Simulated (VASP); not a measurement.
Write the native input for VASP 6.6.1 that does the following.

- Task: single point
- Functional: PBE
- Potentials or basis: VASP PAW PBE potentials, release 64 (Tl_d, B)
- Cutoff: 520 eV
- k mesh: 6 × 4 × 4
- Occupations: gaussian, width 0.2 eV
- Spin: no spin polarisation
- Dipole correction: no
- Further INCAR settings: ALGO = Normal; EDIFF = 1e-06; NBANDS = 42

The structure of TlB lies in POSCAR:

```
TlB
1.0
   -1.8279129171     -1.8283968980      2.5825590129
    5.4888441617     -1.8004819044      2.6064252646
   -1.7996141802      5.5037456851      2.6161140435
Tl B
4 4
Direct
    0.5001277993      0.2498569451      0.2500484500
    1.0001042950      0.7499554495      0.2499302031
   -0.0000363859      0.2500398452      0.7499634212
    0.4999948956      0.7499552404      0.7500460310
   -0.0039450608     -0.0009187172     -0.0002540137
    0.5011521305      0.4993669579      1.0001524278
    0.4987103888      1.0006567939      0.4998884871
    0.0038919376      0.5010874851      0.5002249935
```

The input as run:

INCAR

```
  ALGO = Normal
  EDIFF = 1E-6
  ENCUT = 520
  GGA = PE
  ISIF = 2
  ISMEAR = 0
  LASPH = True
  LCHARG = False
  LREAL = False
  LWAVE = False
  NBANDS = 42
  NELM = 80
  PREC = Accurate
  SIGMA = 0.2
```

KPOINTS

```
k-points
0
Gamma
  6 4 4
```

Potentials or basis: VASP PAW PBE potentials, release 64 (Tl_d, B).

The run is started by

```sh
$ cat potpaw_PBE.64/Tl_d/POTCAR potpaw_PBE.64/B/POTCAR > POTCAR
$ mpirun -np 1 vasp_std > vasp.out
```

It gave:

```yaml
Pressure: 0.0 GPa
Largest_force: 0.006 eV/Å
Band_gap_on_the_k_mesh: zero (bands 32 and 33 overlap by 2.74 eV)
```

Caveat: spin-orbit coupling is left out, which moves the levels of the heavy elements.

Wall time 4 min on 1 thread of Intel(R) Xeon(R) Platinum 8259CL CPU @ 2.50GHz (Skylake/Cascade Lake), with other jobs on the host, peak memory 0.38 GiB.
